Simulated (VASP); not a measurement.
# ZnS (Cmc2_1) in VASP: single point with PBE

Aim: the single point of ZnS with PBE.

Program: VASP 6.6.1. These are calculated values, not measurements. Logs are shortened: lines on timing, memory, paths and dates and some standing lists are left out, and cuts for length are marked.

## Step 1: The cell of the first run

It takes space group Cmc2_1 (No. 36, orthorhombic). The conventional cell has a = 3.847 Å, b = 6.663 Å, c = 12.590 Å, α = 90.00°, β = 90.00°, γ = 90.00°. Within 3.1 Å of Zn (site symmetry m) lie 4 S at 2.35 to 2.36 Å. Zn (site symmetry m) has 4 S at 2.35 to 2.36 Å within 3.1 Å. S (site symmetry m) has 4 Zn at 2.35 to 2.36 Å within 3.1 Å. S (site symmetry m) has 4 Zn at 2.35 to 2.36 Å within 3.1 Å.

## Step 2: Single point, PBE (atoms displaced along a vibrational mode)

Contents of INCAR:

```
SYSTEM = ZnS
  PREC = Accurate
  ENCUT = 520
  EDIFF = 1E-6
  ISMEAR = 0
  SIGMA = 0.05
  LREAL = .False.
  LASPH = .True.
  NELM = 80
  ALGO = Normal
  ISIF = 2
  LWAVE = .False.
  LCHARG = .True.
  GGA = PE
  LELF = .True.
  LVHAR = .True.
  NBANDS = 46
```

Contents of KPOINTS:

```
regular mesh
0
Gamma
  12 12 2
  0 0 0
```

Contents of POSCAR:

```
ZnS
1.0
    3.8467234474      0.0000000000      0.0000000000
   -1.9233617237      3.3313602268      0.0000000000
    0.0000000000      0.0000000000     12.5902250312
Zn S
4 4
Direct
   -0.0031764741     -0.0063529483      0.0000503475
    0.0031764741      0.0063529483      0.5000503475
    0.3243280028      0.6486560056      0.2500245131
    0.6756719972      0.3513439944      0.7500245131
   -0.0081192567     -0.0162385133      0.1872896980
    0.0081192567      0.0162385133      0.6872896980
    0.3356987178      0.6713974357      0.4376354414
    0.6643012822      0.3286025643      0.9376354414
```

Potentials or basis: VASP PAW PBE potentials, release 64 (Zn, S).

Command:

```
$ cat potpaw_PBE.64/Zn/POTCAR potpaw_PBE.64/S/POTCAR > POTCAR
$ mpirun -np 1 vasp_std > vasp.out
```

OUTCAR:

```text
SYSTEM = ZnS
   PREC = Accurate
   ENCUT = 520
   EDIFF = 1E-6
   ISMEAR = 0
   LREAL = .False.
   LASPH = .True.
   NELM = 80
   ISIF = 2
   GGA = PE

 ion  position               nearest neighbor table
   1  0.997  0.994  0.000-   8 2.35   5 2.36   8 2.36   8 2.36
   2  0.003  0.006  0.500-   7 2.35   6 2.36   7 2.36   7 2.36
   3  0.324  0.649  0.250-   5 2.35   5 2.36   5 2.36   7 2.36
   4  0.676  0.351  0.750-   6 2.35   6 2.36   6 2.36   8 2.36
   5  0.992  0.984  0.187-   3 2.35   1 2.36   3 2.36   3 2.36
   6  0.008  0.016  0.687-   4 2.35   2 2.36   4 2.36   4 2.36
   7  0.336  0.671  0.438-   2 2.35   2 2.36   2 2.36   3 2.36
   8  0.664  0.329  0.938-   1 2.35   1 2.36   1 2.36   4 2.36

  LATTYP: Found a hexagonal cell.
 ALAT       =     3.8467234474
 C/A-ratio  =     3.2729737927

  Lattice vectors:

 A1 = (   3.8467234474,   0.0000000000,   0.0000000000)
 A2 = (  -1.9233617237,   3.3313602268,   0.0000000000)
 A3 = (   0.0000000000,   0.0000000000,  12.5902250312)

Analysis of symmetry for initial positions (statically):
=====================================================================
 Subroutine PRICEL returns:
 Original cell was already a primitive cell.

 Routine SETGRP: Setting up the symmetry group for a
 hexagonal supercell.

 Subroutine GETGRP returns: Found  4 space group operations
 (whereof  2 operations were pure point group operations)
 out of a pool of 24 trial point group operations.

The static configuration has the point symmetry C_1h.
 The point group associated with its full space group is C_2v.

Analysis of symmetry for dynamics (positions and initial velocities):
=====================================================================
 Subroutine PRICEL returns:
 Original cell was already a primitive cell.

 Routine SETGRP: Setting up the symmetry group for a
 hexagonal supercell.

 Subroutine GETGRP returns: Found  4 space group operations
 (whereof  2 operations were pure point group operations)
 out of a pool of 24 trial point group operations.

The dynamic configuration has the point symmetry C_1h.
 The point group associated with its full space group is C_2v.

 Subroutine INISYM returns: Found  4 space group operations
 (whereof  2 operations are pure point group operations),
 and found     1 'primitive' translations

----------------------------------------------------------------------------------------

                                     Primitive cell
[... 103 lines left out ...]
   EDIFF  = 0.1E-05   stopping-criterion for ELM
   LREAL  =      F    real-space projection
   EDIFFG = 0.1E-04   stopping-criterion for IOM
   NSW    =      0    number of steps for IOM
   IBRION =     -1    ionic relax: 0-MD 1-quasi-New 2-CG
   NFREE  =      0    steps in history (QN), initial steepest desc. (CG)
   ISIF   =      2    stress and relaxation
   ISYM   =      2    0-nonsym 1-usesym 2-fastsym
   POTIM  = 0.5000    time-step for ionic-motion
   TEBEG  =    0.0;   TEEND  =   0.0 temperature during run
   PSTRESS=    0.0 pullay stress
   NELECT =      72.0000    total number of electrons
   NUPDOWN=      -1.0000    fix difference up-down
   EMIN   =  10.00;   EMAX   =-10.00  energy-range for DOS
   EFERMI =   0.00;   METHOD = LEGACY
   ISMEAR =     0;   SIGMA  =   0.05  broadening in eV -4-tet -1-fermi 0-gaus
   EFERMI_NEDOS =   21; number of points for ismear=-14 and -15
   IALGO  =     38    algorithm
   IMIX   =      4    mixing-type and parameters
     AMIX     =   0.40;   BMIX     =  1.00
     AMIX_MAG =   1.60;   BMIX_MAG =  1.00
  volume/ion in A,a.u.               =      20.17       136.10
  Fermi-wavevector in a.u.,A,eV,Ry     =   1.251037  2.364118 21.294406  1.565095
  Thomas-Fermi vector in A             =   2.385004
   LORBIT       =      0    0 simple, 1 ext, 2 COOP (PROOUT), +10 PAW based schemes
   GGA     = PE    functional components
   LHFCALC =     F    Hartree Fock is set to
   AEXX    =    0.0000 exact exchange contribution
   IVDW    =     0    specifies the selected vdW correction
   LEPSILON=     F    determine dielectric tensor
   LRPA    =     F    only Hartree local field effects (RPA)
 non-spin polarized calculation
 Gauss-broadening in eV      SIGMA  =   0.05
  energy-cutoff  :      520.00
  volume of cell :      161.34
 maximum number of plane-waves:      4389
 NGX is ok and might be reduce to    30
   NGX = 15   NGY = 15   NGZ = 47

 number of electron      71.9999994 magnetization

 Free energy of the ion-electron system (eV)
  ---------------------------------------------------
  ext. energy  EPLUGINS =         0.00000000
  ---------------------------------------------------
  free energy    TOTEN  =       -27.39525121 eV

  energy without entropy =      -27.39525121  energy(sigma->0) =      -27.39525121

 E-fermi :   2.1610     XC(G=0):  -9.5238

 val. band max:        1.9174850004   @ k =   0.0000   0.0000   0.0000
 cond. band min:       3.9624282349   @ k =   0.0000   0.0000   0.0000
 fundamental gap:      2.0449432345
 Fermi energy:         2.1609774501

 k-point     1 :       0.0000    0.0000    0.0000
  band No.  band energies     occupation
      1     -11.0888      2.00000
      2     -10.6876      2.00000
      3     -10.6769      2.00000
      4     -10.2000      2.00000
      5      -4.3441      2.00000
      6      -4.3434      2.00000
[... 1165 lines left out ...]
     45       8.9146      0.00000
     46       9.4229      0.00000

 [... further k-points ...]
[... 5 lines left out ...]
  --------------------------------------------------------------------------------------
  -------------------------------------------------------------------------------------
  Total        0.1501012      0.1735806      0.1318347      0.0000000      0.0000000      0.0000000
  in kB        1.4905573      1.7237165      1.3091650      0.0000000      0.0000000      0.0000000
  external PRESSURE =       1.5078129 kB  Pullay stress =       0.0000000 kB

 VOLUME and BASIS-vectors are now :
 -----------------------------------------------------------------------------
  energy-cutoff  :      520.00
  volume of cell :      161.34
      direct lattice vectors                 reciprocal lattice vectors
     3.846723447  0.000000000  0.000000000     0.259961501  0.150088842  0.000000000
    -1.923361724  3.331360227  0.000000000     0.000000000  0.300177685  0.000000000
     0.000000000  0.000000000 12.590225031     0.000000000  0.000000000  0.079426698

 POSITION                                       TOTAL-FORCE (eV/Angst)
 -----------------------------------------------------------------------------------
      1.92336      3.31020      0.00063        -0.000000      0.017922      0.004659
     -0.00000      0.02116      6.29575         0.000000     -0.017922      0.004659
      0.00000      2.16091      3.14786         0.000000      0.045352      0.006307
      1.92336      1.17045      9.44298         0.000000     -0.045352      0.006307
      1.92336      3.27726      2.35802         0.000000      0.019179     -0.003624
      0.00000      0.05410      8.65313        -0.000000     -0.019179     -0.003624
     -0.00000      2.23667      5.50993         0.000000     -0.003747     -0.007342
      1.92336      1.09469     11.80504        -0.000000      0.003747     -0.007342
 -----------------------------------------------------------------------------------
    total drift:                                0.000000      0.000000      0.000350

  FREE ENERGIE OF THE ION-ELECTRON SYSTEM (eV)
  ---------------------------------------------------
  free  energy   TOTEN  =       -27.3952512054 eV

  energy  without entropy=      -27.3952512054  energy(sigma->0) =      -27.39525121
```

OSZICAR:

```text
N       E                     dE             d eps       ncg     rms          rms(c)
DAV:   1     0.588142586712E+03    0.58814E+03   -0.33224E+04  7920   0.187E+03
DAV:   2     0.513573342735E+02   -0.53679E+03   -0.51589E+03  7936   0.432E+02
DAV:   3    -0.253396003458E+02   -0.76697E+02   -0.75564E+02  8724   0.151E+02
DAV:   4    -0.290460030831E+02   -0.37064E+01   -0.36905E+01  9694   0.333E+01
DAV:   5    -0.291029681276E+02   -0.56965E-01   -0.56938E-01  9276   0.420E+00    0.133E+01
DAV:   6    -0.273582360045E+02    0.17447E+01   -0.35854E+00 12236   0.411E+01    0.103E+01
DAV:   7    -0.274610970911E+02   -0.10286E+00   -0.43429E+00  8870   0.818E+00    0.400E+00
DAV:   8    -0.273947031410E+02    0.66394E-01   -0.27786E-01 10032   0.461E+00    0.119E+00
DAV:   9    -0.273944962383E+02    0.20690E-03   -0.68964E-02 10258   0.262E+00    0.379E-01
DAV:  10    -0.273947308529E+02   -0.23461E-03   -0.34185E-03  9354   0.722E-01    0.201E-01
DAV:  11    -0.273952004449E+02   -0.46959E-03   -0.83426E-04 10114   0.323E-01    0.951E-02
DAV:  12    -0.273952424217E+02   -0.41977E-04   -0.15190E-04  9466   0.290E-01    0.180E-02
DAV:  13    -0.273952456560E+02   -0.32343E-05   -0.25629E-05  9350   0.512E-02    0.143E-02
DAV:  14    -0.273952513236E+02   -0.56676E-05   -0.10445E-05  8704   0.289E-02    0.496E-03
DAV:  15    -0.273952512054E+02    0.11822E-06   -0.18713E-06  6636   0.334E-02
   1 F= -.27395251E+02 E0= -.27395251E+02  d E =-.525991E-14
```

Run time: 12 min. Hardware: 1 thread of Intel Xeon Platinum 8259CL at 2.50GHz (Skylake/Cascade Lake), shared host; peak memory 0.59 GiB.

Results:

```
Free energy            : -27.3953 eV
Pressure               : 0.2 GPa
Largest force          : 0.046 eV/Å
Band gap on the k mesh : 2.04 eV
```

Forces in eV/Å, atoms in the order of the input:
```
Zn   0.000  0.018  0.005
Zn   0.000 -0.018  0.005
Zn   0.000  0.045  0.006
Zn   0.000 -0.045  0.006
S    0.000  0.019 -0.004
S    0.000 -0.019 -0.004
S    0.000 -0.004 -0.007
S    0.000  0.004 -0.007
```

Levels at points of the mesh, in eV from the valence-band top:
| k point | band 33 | band 34 | band 35 | band 36 | band 37 | band 38 | band 39 | band 40 |
| --- | --- | --- | --- | --- | --- | --- | --- | --- |
| (0.00, 0.00, 0.00) | -0.44 | -0.04 | -0.01 | 0.00 | 2.04 | 3.15 | 3.33 | 3.56 |
| (0.50, 0.00, 0.00) | -1.54 | -1.52 | -1.07 | -0.85 | 3.30 | 3.36 | 3.75 | 4.35 |
| (0.00, 0.50, 0.00) | -1.54 | -1.54 | -1.08 | -0.85 | 3.26 | 3.41 | 3.80 | 4.34 |
| (0.00, 0.00, 0.50) | -0.15 | -0.15 | -0.14 | -0.14 | 2.90 | 2.90 | 3.27 | 3.27 |
| (0.50, 0.00, 0.50) | -1.45 | -1.45 | -1.07 | -1.07 | 3.68 | 3.68 | 4.00 | 4.00 |
| (0.00, 0.50, 0.50) | -1.47 | -1.47 | -1.07 | -1.07 | 3.70 | 3.70 | 4.01 | 4.01 |

Caveat: the cell differs from its parent crystal (atoms displaced along a vibrational mode). A k mesh can miss the band edges.
